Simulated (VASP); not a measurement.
Write the native input for VASP 6.6.1 that does the following.

* Task: relaxation of cell and atoms
* Functional: PBE
* Potentials or basis: VASP PAW PBE potentials, release 64 (Al, H)
* Cutoff: 600 eV
* k mesh: 6 × 6 × 2
* Occupations: gaussian, width 0.2 eV
* Spin: no spin polarisation
* Dipole correction: no
* Further INCAR settings: ALGO = Normal; EDIFF = 1e-06; IBRION = 2; EDIFFG = -0.08; NSW = 36; ISIF = 3

The structure of Al3H2 lies in POSCAR:

```
Al3H2
1.0
    2.9200000000      0.0000000000      0.0000000000
   -1.4600000000      2.5287941800      0.0000000000
    0.0000000000      0.0000000000      8.0600000000
Al H
3 2
Direct
    0.0000000000      0.0000000000      0.0000000000
    0.3333333300      0.6666666700      0.3450000000
    0.6666666700      0.3333333300      0.6550000000
    0.0000000000      0.0000000000      0.7650000000
    0.0000000000      0.0000000000      0.2350000000
```

This cell differs from its parent crystal: with an interstitial atom.

The input as run:

INCAR

```
SYSTEM = Al3H2
ALGO = Normal
EDIFF = 1E-6
EDIFFG = -0.08
ENCUT = 600
GGA = PE
IBRION = 2
ISIF = 3
ISMEAR = 0
LASPH = .TRUE.
LCHARG = .FALSE.
LREAL = .FALSE.
LWAVE = .FALSE.
NELM = 80
NSW = 36
PREC = Accurate
SIGMA = 0.2
```

KPOINTS

```
k-points
0
G
  6 6 2
  0 0 0
```

Potentials or basis: VASP PAW PBE potentials, release 64 (Al, H).

Launch:

```sh
$ cat potpaw_PBE.64/Al/POTCAR potpaw_PBE.64/H/POTCAR > POTCAR
$ mpirun -np 1 vasp_std > vasp.out
```

It gave:

- Relaxed volume: 11.86 Å³/atom
- Relaxed cell: a = 2.855 Å, b = 2.855 Å, c = 8.402 Å, α = 90.00°, β = 90.00°, γ = 120.00°
- Space group after relaxing (to 0.1 Å): P-3m1 (No. 164)
- Energy gained by relaxing: 65.6 meV/atom
- Ionic steps: 10
- Pressure after relaxing: 0.2 GPa
- Largest force after relaxing: 0.064 eV/Å
- Band gap on the k mesh: zero (an odd number of electrons rules out a gap without spin polarisation)

Caveat: the k points lie up to 0.42 Å⁻¹ apart in the final cell, too coarse for converged energies and pressures of a metal; the cell differs from its parent crystal (with an interstitial atom); the relaxation stopped at a loose force limit of 0.08 eV/Å, so its end isn't a converged minimum.

Wall time 24 s on 1 thread of Intel(R) Xeon(R) 6975P-C (Granite Rapids), with other jobs on the host, peak memory 0.18 GiB.
